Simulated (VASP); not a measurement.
Wanted: the native input for a VASP 6.6.1 run.

| Item | Value |
| --- | --- |
| Task | single point |
| Functional | r2SCAN |
| Potentials or basis | VASP PAW PBE potentials, release 64 (Rh_pv) |
| Cutoff | 520 eV |
| k mesh | 18 × 18 × 10 |
| Occupations | gaussian, width 0.1 eV |
| Spin | no spin polarisation |
| Dipole correction | no |
| Further INCAR settings | ALGO = Normal; EDIFF = 1e-07; NBANDS = 22 |

Crystal: Rh.

```xyz
2
Lattice="2.6909 0.0000 0.0000 -1.3455 2.3304 0.0000 0.0000 0.0000 4.3298" Properties=species:S:1:pos:R:3 pbc="T T T"
Rh    1.3455    0.7768    3.2474
Rh    0.0000    1.5536    1.0825
```

This isn't the form of Rh at room conditions, which is fcc.

These files were run (other wordings do the same):

POSCAR

```
Rh
1.0
    2.6909492198      0.0000000000      0.0000000000
   -1.3454746099      2.3304303846      0.0000000000
    0.0000000000      0.0000000000      4.3298354365
Rh
2
Direct
    0.6666666667      0.3333333333      0.7500000000
    0.3333333333      0.6666666667      0.2500000000
```

INCAR.step1

```
  ALGO = Normal
  EDIFF = 1E-4
  ENCUT = 520
  GGA = PE
  ISMEAR = 0
  LASPH = True
  LCHARG = False
  LREAL = False
  LWAVE = True
  NBANDS = 22
  NELM = 80
  PREC = Accurate
  SIGMA = 0.1
```

INCAR.step2

```
  ALGO = Normal
  EDIFF = 1E-7
  ENCUT = 520
  ISIF = 2
  ISMEAR = 0
  ISTART = 1
  LASPH = True
  LCHARG = False
  LMIXTAU = True
  LREAL = False
  LWAVE = False
  METAGGA = R2SCAN
  NBANDS = 22
  NELM = 80
  PREC = Accurate
  SIGMA = 0.1
```

KPOINTS

```
k-points
0
Gamma
  18 18 10
```

Potentials or basis: VASP PAW PBE potentials, release 64 (Rh_pv).

Run with:

```console
$ cat potpaw_PBE.64/Rh_pv/POTCAR > POTCAR
$ cp INCAR.step1 INCAR
$ mpirun -np 1 vasp_std > vasp.out
$ cp INCAR.step2 INCAR
$ mpirun -np 1 vasp_std > vasp.out
```

It gave:

```
Pressure               : 5.3 GPa
Band gap on the k mesh : zero (bands 15 and 16 overlap by 2.54 eV)
```

Caveat: the cell stands under pressure; the PAW data sets were made with another functional, which shifts forces and pressure a little.

Wall time 5.9 min on 1 thread of Intel(R) Xeon(R) Platinum 8259CL CPU @ 2.50GHz (Skylake/Cascade Lake), with other jobs on the host, peak memory 0.22 GiB.
